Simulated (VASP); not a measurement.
Set up this calculation in VASP 6.6.1, as the native input.

```
Task                   : single point
Functional             : PBE
Potentials or basis    : VASP PAW PBE potentials, release 64 (Mo_sv, C, O)
Cutoff                 : 520 eV
k mesh                 : 6 × 6 × 1
Occupations            : gaussian, width 0.1 eV
Spin                   : no spin polarisation
Dipole correction      : yes
Further INCAR settings : ALGO = Normal; EDIFF = 1e-06; NBANDS = 57
```

The structure of Mo6CO lies in POSCAR:

```
Mo6CO
1.0
    4.4695765303      0.0000000000      0.0000000000
   -2.2347882651      3.8707668194      0.0000000000
    0.0000000000      0.0000000000     22.2595667262
Mo C O
6 1 1
Direct
    0.6666666667      0.3333333333      0.1796980170
    0.3333333333      0.6666666667      0.2206848206
    0.0000000000      0.0000000000      0.2616716241
    0.6666666667      0.3333333333      0.2990464568
    0.3333333333      0.6666666667      0.3355219825
    0.0000000000      0.0000000000      0.3710569405
    0.1666666667      0.3333333333      0.4752817904
    0.2964328752      0.5928657504      0.5013380028
```

These files were run (other wordings do the same):

INCAR

```
SYSTEM = Mo6CO
ALGO = Normal
DIPOL = 0.5 0.5 0.331
EDIFF = 1E-6
ENCUT = 520
GGA = PE
IDIPOL = 3
ISIF = 2
ISMEAR = 0
LASPH = .True.
LCHARG = .False.
LDIPOL = .True.
LREAL = .False.
LWAVE = .False.
NBANDS = 57
NELM = 60
PREC = Accurate
SIGMA = 0.1
```

KPOINTS

```
k-points
0
Gamma
  6 6 1
  0 0 0
```

Potentials or basis: VASP PAW PBE potentials, release 64 (Mo_sv, C, O).

Command:

```bash
$ cat potpaw_PBE.64/Mo_sv/POTCAR potpaw_PBE.64/C/POTCAR potpaw_PBE.64/O/POTCAR > POTCAR
$ mpirun -np 1 vasp_std > vasp.out
```

It gave:

The largest force is 1.907 eV/Å. The band gap on the k mesh is zero (filled and empty bands overlap).

Run time: 7.5 min on 1 thread of Intel(R) Xeon(R) 6975P-C (Granite Rapids) (shared host), peak memory 0.64 GiB.
